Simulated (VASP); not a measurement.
# W (Cmme) in VASP: further runs

Runs on W. Level: PBEsol. Tasks: single point.

Program: VASP 6.6.1. These are calculated values, not measurements. Logs are shortened: lines on timing, memory, paths and dates and some standing lists are left out, and cuts for length are marked.

### 1 The cell of the first run

The structure is orthorhombic, space group Cmme (No. 67). Conventional cell: a = 3.154 Å, b = 4.461 Å, c = 9.672 Å, α = 90.00°, β = 90.00°, γ = 90.00°. W (site symmetry mm2) has 14 W at 2.73 to 3.72 Å within 3.8 Å. W (site symmetry mm2) has 14 W at 2.73 to 3.15 Å within 3.6 Å.

### 2 Single point, PBEsol (the distance across one plane changed)

Input file INCAR:

```
SYSTEM = W
ALGO = Fast
EDIFF = 1E-7
ENCUT = 520
GGA = PS
ISIF = 2
ISMEAR = 0
LASPH = .True.
LCHARG = .False.
LREAL = .False.
LWAVE = .False.
NBANDS = 36
NELM = 80
PREC = Accurate
SIGMA = 0.15
```

Input file KPOINTS:

```
k-points
0
Gamma
  23 23 7
  0 0 0
```

Input file POSCAR:

```
W
1.0
   -1.5771801388      1.5771801388     -1.5771801388
   -1.5771801388     -1.5771801388      1.5771801388
    0.0000000000      6.8390506409      6.8390506409
W
4
Direct
    0.0000000000      0.0000000000      0.8071486491
    0.5000000000      0.5000000000      0.1153069499
    0.0000000000      0.0000000000      0.3459208496
    0.5000000000      0.5000000000      0.5765347493
```

Potentials or basis: VASP PAW PBE potentials, release 64 (W_sv).

Command:

```console
$ cat potpaw_PBE.64/W_sv/POTCAR > POTCAR
$ mpirun -np 1 vasp_std > vasp.out
```

OUTCAR:

```text
SYSTEM = W
   EDIFF = 1E-7
   ENCUT = 520
   GGA = PS
   ISIF = 2
   ISMEAR = 0
   LASPH = .True.
   LREAL = .False.
   NELM = 80
   PREC = Accurate

 ion  position               nearest neighbor table
   1  0.000  0.000  0.807-   4 2.73   4 2.73   4 3.15   4 3.15   2 3.37   2 3.37
   2  0.500  0.500  0.115-   3 2.73   3 2.73   3 3.15   3 3.15   1 3.37   1 3.37
   3  0.000  0.000  0.346-   2 2.73   2 2.73   4 2.73   4 2.73   2 3.15   2 3.15   4 3.15   4 3.15

   4  0.500  0.500  0.577-   3 2.73   3 2.73   1 2.73   1 2.73   3 3.15   3 3.15   1 3.15   1 3.15

  LATTYP: Found a base centered orthorhombic cell.
 ALAT       =     3.1543602776
 B/A-ratio  =     1.4142135624
 C/A-ratio  =     3.0661932433

  Lattice vectors:

 A1 = (  -1.5771801388,   1.5771801388,  -1.5771801388)
 A2 = (  -1.5771801388,  -1.5771801388,   1.5771801388)
 A3 = (   0.0000000000,   6.8390506409,   6.8390506409)

Analysis of symmetry for initial positions (statically):
=====================================================================
 Subroutine PRICEL returns:
 Original cell was already a primitive cell.

 Routine SETGRP: Setting up the symmetry group for a
 base centered orthorhombic supercell.

 Subroutine GETGRP returns: Found  8 space group operations
 (whereof  4 operations were pure point group operations)
 out of a pool of  8 trial point group operations.

The static configuration has the point symmetry C_2v.
 The point group associated with its full space group is D_2h.

Analysis of symmetry for dynamics (positions and initial velocities):
=====================================================================
 Subroutine PRICEL returns:
 Original cell was already a primitive cell.

 Routine SETGRP: Setting up the symmetry group for a
 base centered orthorhombic supercell.

 Subroutine GETGRP returns: Found  8 space group operations
 (whereof  4 operations were pure point group operations)
 out of a pool of  8 trial point group operations.

The dynamic configuration has the point symmetry C_2v.
 The point group associated with its full space group is D_2h.

 Subroutine INISYM returns: Found  8 space group operations
 (whereof  4 operations are pure point group operations),
 and found     1 'primitive' translations

----------------------------------------------------------------------------------------

                                     Primitive cell

  volume of cell :      68.0485

  direct lattice vectors                    reciprocal lattice vectors
    -1.577180139  1.577180139 -1.577180139    -0.317021492  0.158510746 -0.158510746
    -1.577180139 -1.577180139  1.577180139    -0.317021492 -0.158510746  0.158510746
     0.000000000  6.839050641  6.839050641     0.000000000  0.073109562  0.073109562

  length of vectors
     2.731756133  2.731756133  9.671878170     0.388270446  0.388270446  0.103392535

  position of ions in fractional coordinates (direct lattice)
     0.000000000  0.000000000  0.807148649
     0.500000000  0.500000000  0.115306950
     0.000000000  0.000000000  0.345920850
     0.500000000  0.500000000  0.576534749

  ion indices of the primitive-cell ions
   primitive index   ion index
                 1           1
                 2           2
                 3           3
                 4           4

----------------------------------------------------------------------------------------

 KPOINTS: k-points

Automatic generation of k-mesh.
 Grid dimensions read from file:
 generate k-points for:   23   23    7

 Generating k-lattice:

  Cartesian coordinates                     Fractional coordinates (reciprocal lattice)
    -0.013783543  0.006891772 -0.006891772     0.043478261  0.000000000  0.000000000
    -0.013783543 -0.006891772  0.006891772     0.000000000  0.043478261  0.000000000
     0.000000000  0.010444223  0.010444223     0.000000000  0.000000000  0.142857143

  Length of vectors
     0.016881324  0.016881324  0.014770362

  Shift w.r.t. Gamma in fractional coordinates (k-lattice)
     0.000000000  0.000000000  0.000000000

 Subroutine IBZKPT returns following result:
 ===========================================

 Found    576 irreducible k-points:

 Following reciprocal coordinates:
            Coordinates               Weight
  0.000000  0.000000  0.000000      1.000000
  0.043478  0.000000  0.000000      4.000000
  0.086957  0.000000  0.000000      4.000000
  0.130435  0.000000  0.000000      4.000000
  0.173913  0.000000  0.000000      4.000000
  0.217391  0.000000  0.000000      4.000000
[... 16 lines left out ...]
  0.478261  0.043478  0.000000      4.000000
 -0.478261  0.043478  0.000000      4.000000
 [... further k-points ...]
   k-points           NKPTS =    576   k-points in BZ     NKDIM =    576   number of bands    NBANDS=     36
   number of dos      NEDOS =    301   number of ions     NIONS =      4
   total plane-waves  NPLWV =  28800
   dimension x,y,z NGX =    20 NGY =   20 NGZ =   72
   dimension x,y,z NGXF=    40 NGYF=   40 NGZF=  144
   ions per type =               4
   NGX,Y,Z   is equivalent  to a cutoff of  12.17, 12.17, 12.38 a.u.
   NGXF,Y,Z  is equivalent  to a cutoff of  24.34, 24.34, 24.75 a.u.
 SYSTEM =  W
   PREC   = accura    normal or accurate (medium, high low for compatibility)
   ISTART =      0    job   : 0-new  1-cont  2-samecut
   ICHARG =      2    charge: 1-file 2-atom 10-const
   ISPIN  =      1    spin polarized calculation?
   LNONCOLLINEAR =      F non collinear calculations
   LSORBIT =      F    spin-orbit coupling
   LASPH  =      T    aspherical Exc in radial PAW
   ENCUT  =  520.0 eV  38.22 Ry    6.18 a.u.   5.08  5.08 17.98*2*pi/ulx,y,z
   NELM   =     80;   NELMIN=  2; NELMDL= -5     # of ELM steps
   EDIFF  = 0.1E-06   stopping-criterion for ELM
   LREAL  =      F    real-space projection
   EDIFFG = 0.1E-05   stopping-criterion for IOM
   NSW    =      0    number of steps for IOM
   IBRION =     -1    ionic relax: 0-MD 1-quasi-New 2-CG
   NFREE  =      0    steps in history (QN), initial steepest desc. (CG)
   ISIF   =      2    stress and relaxation
   ISYM   =      2    0-nonsym 1-usesym 2-fastsym
   POTIM  = 0.5000    time-step for ionic-motion
   TEBEG  =    0.0;   TEEND  =   0.0 temperature during run
   PSTRESS=    0.0 pullay stress
   NELECT =      56.0000    total number of electrons
   NUPDOWN=      -1.0000    fix difference up-down
   EMIN   =  10.00;   EMAX   =-10.00  energy-range for DOS
   EFERMI =   0.00;   METHOD = LEGACY
   ISMEAR =     0;   SIGMA  =   0.15  broadening in eV -4-tet -1-fermi 0-gaus
   EFERMI_NEDOS =   21; number of points for ismear=-14 and -15
   IALGO  =     68    algorithm
   IMIX   =      4    mixing-type and parameters
     AMIX     =   0.40;   BMIX     =  1.00
     AMIX_MAG =   1.60;   BMIX_MAG =  1.00
  volume/ion in A,a.u.               =      17.01       114.80
  Fermi-wavevector in a.u.,A,eV,Ry     =   1.534139  2.899102 32.022433  2.353582
  Thomas-Fermi vector in A             =   2.641109
   LORBIT       =      0    0 simple, 1 ext, 2 COOP (PROOUT), +10 PAW based schemes
   GGA     = PS    functional components
   LHFCALC =     F    Hartree Fock is set to
   AEXX    =    0.0000 exact exchange contribution
   IVDW    =     0    specifies the selected vdW correction
   LEPSILON=     F    determine dielectric tensor
   LRPA    =     F    only Hartree local field effects (RPA)
 non-spin polarized calculation
 RMM-DIIS sequential band-by-band and
 Gauss-broadening in eV      SIGMA  =   0.15
  energy-cutoff  :      520.00
  volume of cell :       68.05
 maximum number of plane-waves:      1858
   NGX = 11   NGY = 11   NGZ = 35

 number of electron      56.0000013 magnetization

 Free energy of the ion-electron system (eV)
  ---------------------------------------------------
  ext. energy  EPLUGINS =         0.00000000
  ---------------------------------------------------
  free energy    TOTEN  =       -54.01539477 eV

  energy without entropy =      -53.99453739  energy(sigma->0) =      -54.00496608

 E-fermi :  10.2268     XC(G=0): -13.3037

 val. band max:       10.2254338791   @ k =   0.3478   0.1739   0.0000
 cond. band min:      10.2310583645   @ k =   0.1739   0.1739   0.1429
 fundamental gap:      0.0056244854
 Fermi energy:        10.2268373756

 k-point     1 :       0.0000    0.0000    0.0000
  band No.  band energies     occupation
      1     -63.9476      2.00000
      2     -63.9367      2.00000
      3     -63.8565      2.00000
      4     -63.7931      2.00000
      5     -28.6903      2.00000
      6     -28.3648      2.00000
[... 28 lines left out ...]
     35      12.5429      0.00000
     36      12.7837      0.00000

 k-point     2 :       0.0435    0.0000    0.0000
  band No.  band energies     occupation
      1     -63.9460      2.00000
      2     -63.9353      2.00000
      3     -63.8552      2.00000
      4     -63.7922      2.00000
      5     -28.6839      2.00000
      6     -28.3647      2.00000
[... 28 lines left out ...]
     35      12.5266      0.00000
     36      12.8361      0.00000

 k-point     3 :       0.0870    0.0000    0.0000
  band No.  band energies     occupation
      1     -63.9413      2.00000
      2     -63.9312      2.00000
      3     -63.8513      2.00000
      4     -63.7897      2.00000
      5     -28.6653      2.00000
      6     -28.3654      2.00000
[... 28 lines left out ...]
     35      12.4315      0.00000
     36      12.9387      0.00000
[... 742 lines left out ...]
 k-point    23 :       0.4783    0.0435    0.0000
  band No.  band energies     occupation
      1     -63.8595      2.00000
      2     -63.8594      2.00000
      3     -63.7671      2.00000
      4     -63.7648      2.00000
      5     -28.7238      2.00000
      6     -28.7227      2.00000
[... 28 lines left out ...]
     35      13.4537      0.00000
     36      13.6102      0.00000

 k-point    24 :      -0.4783    0.0435    0.0000
  band No.  band energies     occupation
      1     -63.8605      2.00000
      2     -63.8598      2.00000
      3     -63.7718      2.00000
      4     -63.7600      2.00000
      5     -28.7209      2.00000
      6     -28.7136      2.00000
[... 28 lines left out ...]
     35      13.4698      0.00000
     36      13.6626      0.00000

 [... further k-points ...]

------------------------ aborting loop because EDIFF is reached ----------------------------------------

  FORCE on cell =-STRESS in cart. coord.  units (eV):
  Direction    XX          YY          ZZ          XY          YZ          ZX
  --------------------------------------------------------------------------------------
  -------------------------------------------------------------------------------------
  Total       -3.5314230     -5.5334789     -5.5334789     -0.0000000     -2.1519300     -0.0000000
  in kB      -83.1461051   -130.2838033   -130.2838033     -0.0000000    -50.6664299     -0.0000000
  external PRESSURE =    -114.5712372 kB  Pullay stress =       0.0000000 kB

 VOLUME and BASIS-vectors are now :
 -----------------------------------------------------------------------------
  energy-cutoff  :      520.00
  volume of cell :       68.05
      direct lattice vectors                 reciprocal lattice vectors
    -1.577180139  1.577180139 -1.577180139    -0.317021492  0.158510746 -0.158510746
    -1.577180139 -1.577180139  1.577180139    -0.317021492 -0.158510746  0.158510746
     0.000000000  6.839050641  6.839050641     0.000000000  0.073109562  0.073109562

 POSITION                                       TOTAL-FORCE (eV/Angst)
 -----------------------------------------------------------------------------------
      0.00000      5.52013      5.52013         0.000000      1.240145      1.240145
     -1.57718      0.78859      0.78859        -0.000000     -1.240145     -1.240145
      0.00000      2.36577      2.36577        -0.000000     -0.218554     -0.218554
     -1.57718      3.94295      3.94295         0.000000      0.218554      0.218554
 -----------------------------------------------------------------------------------
    total drift:                                0.000000      0.000008      0.000008

  FREE ENERGIE OF THE ION-ELECTRON SYSTEM (eV)
  ---------------------------------------------------
  free  energy   TOTEN  =       -54.0153947694 eV

  energy  without entropy=      -53.9945373890  energy(sigma->0) =      -54.00496608
```

It took 25 min on 1 thread of Oxide Virtual Turin-like, shared host; peak memory 0.9 GiB.

What came out:

```yaml
Free_energy: -54.0154 eV
Pressure: -11.5 GPa
Largest_force: 1.754 eV/Å
Band_gap_on_the_k_mesh: zero (bands 28 and 29 overlap by 2.22 eV)
```

Forces on the atoms (eV/Å):
```
W    0.000  1.240  1.240
W    0.000 -1.240 -1.240
W    0.000 -0.219 -0.219
W    0.000  0.219  0.219
```

Levels at points of the mesh, in eV from the Fermi level:
| k point | band 24 | band 25 | band 26 | band 27 | band 28 | band 29 | band 30 | band 31 | band 32 | band 33 |
| --- | --- | --- | --- | --- | --- | --- | --- | --- | --- | --- |
| (0.00, 0.00, 0.00) | -2.11 | -1.48 | -1.42 | -1.30 | -0.76 | 0.18 | 1.05 | 1.64 | 1.85 | 2.12 |

Caveat: the cell differs from its parent crystal (the distance across one plane changed); the cell stands under tension; the PAW data sets were made with another functional, which shifts forces and pressure a little; spin-orbit coupling is left out, which moves the levels of the heavy elements.

[end of part 1 of 2]
